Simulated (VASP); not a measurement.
# BeS in VASP: notebook

BeS is run at these levels: PBE, r2SCAN; tasks: single point.

Everything below comes from runs of VASP 6.6.1. Logs are shortened: lines on timing, memory, paths and dates and some standing lists are left out, and cuts for length are marked.

## 1. The cell of the first run

Symmetry: I4/mmm, No. 139, tetragonal system. The conventional cell has a = 3.277 Å, b = 3.277 Å, c = 4.904 Å, α = 90.00°, β = 90.00°, γ = 90.00°. Within 3.1 Å of Be (site symmetry 4/mmm) lie 6 S at 2.32 to 2.45 Å. S (site symmetry 4/mmm) has 6 Be at 2.32 to 2.45 Å within 3.1 Å.

## 2. Single point, PBE (uniaxial x strain +5.8%)

INCAR reads:

```
  PREC = Accurate
  ENCUT = 520
  EDIFF = 1E-7
  ISMEAR = -1
  SIGMA = 0.02
  LREAL = F
  LASPH = T
  NELM = 100
  ALGO = Normal
  ISIF = 2
  LWAVE = F
  LCHARG = T
  GGA = PE
  LELF = T
  LVHAR = T
  NBANDS = 11
```

KPOINTS reads:

```
Automatic mesh
0
Gamma
  10 10 10
```

POSCAR reads:

```
BeS
1.0
    0.0000000000      2.3172971969      2.3172971969
    2.4519321641      0.0000000000      2.3172971969
    2.4519321641      2.3172971969      0.0000000000
Be S
1 1
Direct
    0.0000000000      0.0000000000      0.0000000000
    0.5000000000      0.5000000000      0.5000000000
```

Potentials or basis: VASP PAW PBE potentials, release 64 (Be, S).

Run with:

```
$ cat potpaw_PBE.64/Be/POTCAR potpaw_PBE.64/S/POTCAR > POTCAR
$ mpirun -np 1 vasp_std > vasp.out
```

OUTCAR:

```text
PREC = Accurate
   ENCUT = 520
   EDIFF = 1E-7
   ISMEAR = -1
   LREAL = F
   LASPH = T
   NELM = 100
   ISIF = 2
   GGA = PE

 ion  position               nearest neighbor table
   1  0.000  0.000  0.000-   2 2.32   2 2.32   2 2.32   2 2.32   2 2.45   2 2.45
   2  0.500  0.500  0.500-   1 2.32   1 2.32   1 2.32   1 2.32   1 2.45   1 2.45

  LATTYP: Found a body centered tetragonal cell.
 ALAT       =     3.2771531239
 C/A-ratio  =     1.4963793704

  Lattice vectors:

 A1 = (   2.4519321641,   0.0000000000,   2.3172971969)
 A2 = (   2.4519321641,   0.0000000000,  -2.3172971969)
 A3 = (  -2.4519321641,   2.3172971969,   0.0000000000)

Analysis of symmetry for initial positions (statically):
=====================================================================
 Subroutine PRICEL returns:
 Original cell was already a primitive cell.

 Routine SETGRP: Setting up the symmetry group for a
 body centered tetragonal supercell.

 Subroutine GETGRP returns: Found 16 space group operations
 (whereof 16 operations were pure point group operations)
 out of a pool of 16 trial point group operations.

The static configuration has the point symmetry D_4h.

Analysis of symmetry for dynamics (positions and initial velocities):
=====================================================================
 Subroutine PRICEL returns:
 Original cell was already a primitive cell.

 Routine SETGRP: Setting up the symmetry group for a
 body centered tetragonal supercell.

 Subroutine GETGRP returns: Found 16 space group operations
 (whereof 16 operations were pure point group operations)
 out of a pool of 16 trial point group operations.

The dynamic configuration has the point symmetry D_4h.

 Subroutine INISYM returns: Found 16 space group operations
 (whereof 16 operations are pure point group operations),
 and found     1 'primitive' translations

----------------------------------------------------------------------------------------

                                     Primitive cell

  volume of cell :      26.3331

  direct lattice vectors                    reciprocal lattice vectors
     0.000000000  2.317297197  2.317297197    -0.203920813  0.215768612  0.215768612
     2.451932164  0.000000000  2.317297197     0.203920813 -0.215768612  0.215768612
     2.451932164  2.317297197  0.000000000     0.203920813  0.215768612 -0.215768612
[... 88 lines left out ...]
   IBRION =     -1    ionic relax: 0-MD 1-quasi-New 2-CG
   NFREE  =      0    steps in history (QN), initial steepest desc. (CG)
   ISIF   =      2    stress and relaxation
   ISYM   =      2    0-nonsym 1-usesym 2-fastsym
   POTIM  = 0.5000    time-step for ionic-motion
   TEBEG  =    0.0;   TEEND  =   0.0 temperature during run
   PSTRESS=    0.0 pullay stress
   NELECT =       8.0000    total number of electrons
   NUPDOWN=      -1.0000    fix difference up-down
   EMIN   =  10.00;   EMAX   =-10.00  energy-range for DOS
   EFERMI =   0.00;   METHOD = LEGACY
   ISMEAR =    -1;   SIGMA  =   0.02  broadening in eV -4-tet -1-fermi 0-gaus
   EFERMI_NEDOS =   21; number of points for ismear=-14 and -15
   IALGO  =     38    algorithm
   IMIX   =      4    mixing-type and parameters
     AMIX     =   0.40;   BMIX     =  1.00
     AMIX_MAG =   1.60;   BMIX_MAG =  1.00
  volume/ion in A,a.u.               =      13.17        88.85
  Fermi-wavevector in a.u.,A,eV,Ry     =   1.100536  2.079711 16.479092  1.211179
  Thomas-Fermi vector in A             =   2.236949
   LORBIT       =      0    0 simple, 1 ext, 2 COOP (PROOUT), +10 PAW based schemes
   GGA     = PE    functional components
   LHFCALC =     F    Hartree Fock is set to
   AEXX    =    0.0000 exact exchange contribution
   IVDW    =     0    specifies the selected vdW correction
   LEPSILON=     F    determine dielectric tensor
   LRPA    =     F    only Hartree local field effects (RPA)
 non-spin polarized calculation
  energy-cutoff  :      520.00
  volume of cell :       26.33
 maximum number of plane-waves:       728
   NGX = 13   NGY = 13   NGZ = 13

 number of electron       8.0000000 magnetization

 Free energy of the ion-electron system (eV)
  ---------------------------------------------------
  ext. energy  EPLUGINS =         0.00000000
  ---------------------------------------------------
  free energy    TOTEN  =        -8.85487311 eV

  energy without entropy =       -8.85487311  energy(sigma->0) =       -8.85487311

 E-fermi :   6.3489     XC(G=0): -10.3675

 val. band max:        6.0152127879   @ k =   0.0000   0.0000   0.0000
 cond. band min:       6.7057384835   @ k =   0.5000   0.5000   0.0000
 fundamental gap:      0.6905256956
 Fermi energy:         6.3489326338

 k-point     1 :       0.0000    0.0000    0.0000
  band No.  band energies     occupation
      1      -8.7054      2.00000
      2       5.4284      2.00000
      3       5.4284      2.00000
      4       6.0152      2.00000
      5      10.5972      0.00000
      6      14.0994      0.00000
      7      14.3895      0.00000
      8      15.0556      0.00000
      9      15.0556      0.00000
     10      15.8285      0.00000
     11      15.8285      0.00000
[... 309 lines left out ...]
 k-point    24 :       0.4000    0.3000   -0.0000
  band No.  band energies     occupation
      1      -6.5443      2.00000
      2       0.9365      2.00000
      3       2.8909      2.00000
      4       3.6300      2.00000
      5       7.7929      0.00000
      6      11.4756      0.00000
      7      14.6004      0.00000
      8      16.0777      0.00000
      9      17.2873      0.00000
     10      20.9478      0.00000
     11      22.7812      0.00000

 [... further k-points ...]

------------------------ aborting loop because EDIFF is reached ----------------------------------------

  FORCE on cell =-STRESS in cart. coord.  units (eV):
  Direction    XX          YY          ZZ          XY          YZ          ZX
  --------------------------------------------------------------------------------------
  -------------------------------------------------------------------------------------
  Total       -1.2404056     -0.6819715     -0.6819715     -0.0000000      0.0000000      0.0000000
  in kB      -75.4696578    -41.4930063    -41.4930063     -0.0000000      0.0000000      0.0000000
  external PRESSURE =     -52.8185568 kB  Pullay stress =       0.0000000 kB

 VOLUME and BASIS-vectors are now :
 -----------------------------------------------------------------------------
  energy-cutoff  :      520.00
  volume of cell :       26.33
      direct lattice vectors                 reciprocal lattice vectors
     0.000000000  2.317297197  2.317297197    -0.203920813  0.215768612  0.215768612
     2.451932164  0.000000000  2.317297197     0.203920813 -0.215768612  0.215768612
     2.451932164  2.317297197  0.000000000     0.203920813  0.215768612 -0.215768612

 POSITION                                       TOTAL-FORCE (eV/Angst)
 -----------------------------------------------------------------------------------
      0.00000      0.00000      0.00000         0.000000      0.000000     -0.000000
      2.45193      2.31730      2.31730         0.000000     -0.000000      0.000000
 -----------------------------------------------------------------------------------
    total drift:                               -0.000000     -0.000000      0.000000

  FREE ENERGIE OF THE ION-ELECTRON SYSTEM (eV)
  ---------------------------------------------------
  free  energy   TOTEN  =        -8.8548731064 eV

  energy  without entropy=       -8.8548731063  energy(sigma->0) =       -8.85487311
```

OSZICAR:

```text
N       E                     dE             d eps       ncg     rms          rms(c)
DAV:   1     0.182043424564E+02    0.18204E+02   -0.38026E+03  2260   0.624E+02
DAV:   2    -0.780618921384E+01   -0.26011E+02   -0.24653E+02  2958   0.110E+02
DAV:   3    -0.894145570158E+01   -0.11353E+01   -0.11264E+01  2859   0.221E+01
DAV:   4    -0.894770873897E+01   -0.62530E-02   -0.62518E-02  2879   0.191E+00
DAV:   5    -0.894774505573E+01   -0.36317E-04   -0.36316E-04  2917   0.138E-01    0.586E+00
DAV:   6    -0.885536980353E+01    0.92375E-01   -0.23699E-01  2631   0.197E+00    0.396E+00
DAV:   7    -0.885382893626E+01    0.15409E-02   -0.69520E-02  3032   0.126E+00    0.172E+00
DAV:   8    -0.885489730678E+01   -0.10684E-02   -0.65122E-03  2596   0.394E-01    0.393E-01
DAV:   9    -0.885485546383E+01    0.41843E-04   -0.22960E-04  2680   0.898E-02    0.580E-02
DAV:  10    -0.885487319292E+01   -0.17729E-04   -0.31255E-05  2664   0.326E-02    0.100E-02
DAV:  11    -0.885487300129E+01    0.19163E-06   -0.56587E-06  2720   0.113E-02    0.247E-03
DAV:  12    -0.885487313110E+01   -0.12981E-06   -0.18693E-07  2686   0.308E-03    0.723E-04
DAV:  13    -0.885487310635E+01    0.24746E-07   -0.38607E-09  1446   0.405E-04
   1 F= -.88548731E+01 E0= -.88548731E+01  d E =-.682585E-10
```

stdout:

```text
POSCAR found type information on POSCAR BeS
 POSCAR found :  2 types and       2 ions
 scaLAPACK will be used
 LDA part: xc-table for (Slater+PW92), standard interpolation
 POSCAR, INCAR and KPOINTS ok, starting setup
 FFT: planning ... GRIDC
 FFT: planning ... GRID_SOFT
 FFT: planning ... GRID
 WAVECAR not read
 entering main loop
```

Wall time 39 s (1 thread of Intel Xeon 8259CL, shared host); peak memory 0.16 GiB.

What came out:

```
Free energy            : -8.8549 eV
Pressure               : -5.3 GPa
Band gap on the k mesh : 0.69 eV (least direct gap 3.43 eV)
```

Levels at points of the mesh, in eV from the valence-band top:
| k point | band 1 | band 2 | band 3 | band 4 | band 5 | band 6 | band 7 | band 8 |
| --- | --- | --- | --- | --- | --- | --- | --- | --- |
| (0.00, 0.00, 0.00) | -14.72 | -0.59 | -0.59 | 0.00 | 4.58 | 8.08 | 8.37 | 9.04 |
| (0.50, 0.00, 0.00) | -12.66 | -6.90 | -0.74 | -0.41 | 3.44 | 4.10 | 4.26 | 9.62 |
| (0.50, 0.50, 0.00) | -11.59 | -6.43 | -3.55 | -2.74 | 0.69 | 4.41 | 10.12 | 12.04 |
| (0.00, 0.50, 0.50) | -12.02 | -6.42 | -2.84 | -2.84 | 1.26 | 4.65 | 11.44 | 11.44 |

Caveat: the cell differs from its parent crystal (uniaxial x strain +5.8%); the cell stands under tension. A k mesh can miss the band edges.

## 3. Single point, PBE (epitaxial 111 strain -3.1%)

INCAR reads:

```
SYSTEM = BeS
PREC = Accurate
ENCUT = 520
EDIFF = 1E-6
ISMEAR = -1
SIGMA = 0.02
LREAL = .False.
LASPH = .True.
NELM = 100
ALGO = Normal
ISIF = 2
LWAVE = .False.
LCHARG = .False.
GGA = PE
NBANDS = 11
```

KPOINTS reads:

```
Automatic mesh
0
Gamma
  10 10 10
  0 0 0
```

POSCAR reads:

```
BeS
1.0
    0.0580901483      2.3033194024      2.3033194024
    2.3033194024      0.0580901483      2.3033194024
    2.3033194024      2.3033194024      0.0580901483
Be S
1 1
Direct
    0.0000000000      0.0000000000      0.0000000000
    0.5000000000      0.5000000000      0.5000000000
```

Potentials or basis: VASP PAW PBE potentials, release 64 (Be, S).

Run with:

```
$ cat potpaw_PBE.64/Be/POTCAR potpaw_PBE.64/S/POTCAR > POTCAR
$ mpirun -np 1 vasp_std > vasp.out
```

It took 27 s on 1 thread of Intel Xeon 8259CL, shared host; peak memory 0.15 GiB.

It converged, with:

```
Free energy            : -8.8522 eV
Pressure               : 6.3 GPa
Band gap on the k mesh : 0.84 eV (least direct gap 3.97 eV)
```

Stress tensor (GPa, compression positive):
```
 6.34 -3.29 -3.29
-3.29  6.34 -3.29
-3.29 -3.29  6.34
```

Levels at points of the mesh, in eV from the valence-band top:
| k point | band 1 | band 2 | band 3 | band 4 | band 5 | band 6 | band 7 | band 8 | band 9 |
| --- | --- | --- | --- | --- | --- | --- | --- | --- | --- |
| (0.00, 0.00, 0.00) | -15.74 | -0.89 | -0.25 | -0.25 | 5.70 | 8.19 | 8.89 | 8.89 | 9.70 |
| (0.50, 0.00, 0.00) | -13.22 | -7.74 | -0.91 | -0.66 | 3.31 | 3.77 | 4.06 | 10.45 | 14.96 |
| (0.50, 0.50, 0.00) | -12.11 | -7.39 | -3.79 | -3.31 | 0.84 | 3.96 | 12.05 | 12.17 | 14.14 |
| (0.50, 0.50, 0.50) | -13.49 | -7.94 | -0.43 | -0.43 | 4.02 | 4.02 | 4.53 | 10.90 | 15.36 |

Caveat: the cell differs from its parent crystal (epitaxial 111 strain -3.1%); the cell stands under pressure. A k mesh can miss the band edges.

## 4. Single point, PBE (strain along [111] +5.2%)

INCAR reads:

```
PREC = Accurate
ENCUT = 520
EDIFF = 1E-7
ISMEAR = -1
SIGMA = 0.02
LREAL = F
LASPH = T
NELM = 100
ALGO = Normal
ISIF = 2
LWAVE = F
LCHARG = F
GGA = PE
NBANDS = 11
```

KPOINTS reads:

```
Automatic mesh
0
Gamma
  10 10 10
```

POSCAR reads:

```
BeS
1.0
    0.0811054019      2.3984025988      2.3984025988
    2.3984025988      0.0811054019      2.3984025988
    2.3984025988      2.3984025988      0.0811054019
Be S
1 1
Direct
    0.0000000000      0.0000000000      0.0000000000
    0.5000000000      0.5000000000      0.5000000000
```

Run with:

```
$ cat potpaw_PBE.64/Be/POTCAR potpaw_PBE.64/S/POTCAR > POTCAR
$ mpirun -np 1 vasp_std > vasp.out
```

Wall time 51 s (1 thread of Intel Xeon 8259CL, shared host); peak memory 0.17 GiB.

The run converged. Its results:

| Item | Value |
| --- | --- |
| Free energy | -8.8394 eV |
| Pressure | -5.2 GPa |
| Band gap on the k mesh | 0.74 eV (least direct gap 3.58 eV) |

Stress tensor (GPa, compression positive):
```
-5.24 -3.75 -3.75
-3.75 -5.24 -3.75
-3.75 -3.75 -5.24
```

Levels at points of the mesh, in eV from the valence-band top:
```tsv
k point	band 1	band 2	band 3	band 4	band 5	band 6	band 7	band 8
(0.00, 0.00, 0.00)	-14.84	-0.97	-0.21	-0.21	4.41	8.16	9.05	9.05
(0.50, 0.00, 0.00)	-12.68	-6.96	-0.91	-0.60	3.26	3.92	3.93	9.38
(0.50, 0.50, 0.00)	-11.82	-6.55	-3.43	-2.85	0.74	4.41	11.00	11.12
(0.50, 0.50, 0.50)	-12.98	-7.22	-0.34	-0.34	4.23	4.23	4.37	9.88
```

Caveat: the cell differs from its parent crystal (strain along [111] +5.2%); the cell stands under tension. A k mesh can miss the band edges.

## 5. Single point, r2SCAN (uniaxial x strain +5.8%)

POSCAR reads:

```
BeS
1.0
    0.0000000000      2.3172971969      2.3172971969
    2.4519321641      0.0000000000      2.3172971969
    2.4519321641      2.3172971969      0.0000000000
Be S
1 1
Direct
    0.0000000000      0.0000000000      0.0000000000
    0.5000000000      0.5000000000      0.5000000000
```

INCAR.step1 reads:

```
ALGO = Normal ; EDIFF = 1E-4
ENCUT = 520 ; GGA = PE
ISMEAR = 0 ; LASPH = True
LCHARG = False ; LREAL = False
LWAVE = True ; NBANDS = 11
NELM = 80 ; PREC = Accurate
SIGMA = 0.01
```

INCAR.step2 reads:

```
ALGO = Normal ; EDIFF = 1E-6
ENCUT = 520 ; ISIF = 2
ISMEAR = 0 ; ISTART = 1
LASPH = True ; LCHARG = False
LMIXTAU = True ; LREAL = False
LWAVE = False ; METAGGA = R2SCAN
NBANDS = 11 ; NELM = 80
PREC = Accurate ; SIGMA = 0.01
```

KPOINTS reads:

```
k-points
0
Gamma
  10 10 10
```

Run with:

```
$ cat potpaw_PBE.64/Be/POTCAR potpaw_PBE.64/S/POTCAR > POTCAR
$ cp INCAR.step1 INCAR
$ mpirun -np 1 vasp_std > vasp.out
$ cp INCAR.step2 INCAR
$ mpirun -np 1 vasp_std > vasp.out
```

Wall time 2.4 min (1 thread of Intel Xeon 8259CL, shared host); peak memory 0.17 GiB.

It converged, with:

- Free energy: -13.5157 eV
- Pressure: -5.2 GPa
- Band gap on the k mesh: 1.01 eV (least direct gap 3.84 eV)

Stress tensor (GPa, compression positive):
```
-7.10  0.00  0.00
 0.00 -4.28  0.00
 0.00  0.00 -4.28
```

Levels at points of the mesh, in eV from the valence-band top:
```csv
k point,band 2,band 3,band 4,band 5,band 6,band 7
"(0.00, 0.00, 0.00)",-0.60,-0.60,0.00,5.43,8.88,9.10
"(0.50, 0.00, 0.00)",-7.15,-0.81,-0.46,4.01,4.61,4.89
"(0.50, 0.50, 0.00)",-6.63,-3.69,-2.83,1.01,4.91,11.25
"(0.00, 0.50, 0.50)",-6.60,-2.94,-2.94,1.63,5.14,12.59
```

Caveat: the cell differs from its parent crystal (uniaxial x strain +5.8%); the cell stands under tension; the PAW data sets were made with another functional, which shifts forces and pressure a little. A k mesh can miss the band edges.

[end of part 1 of 2]
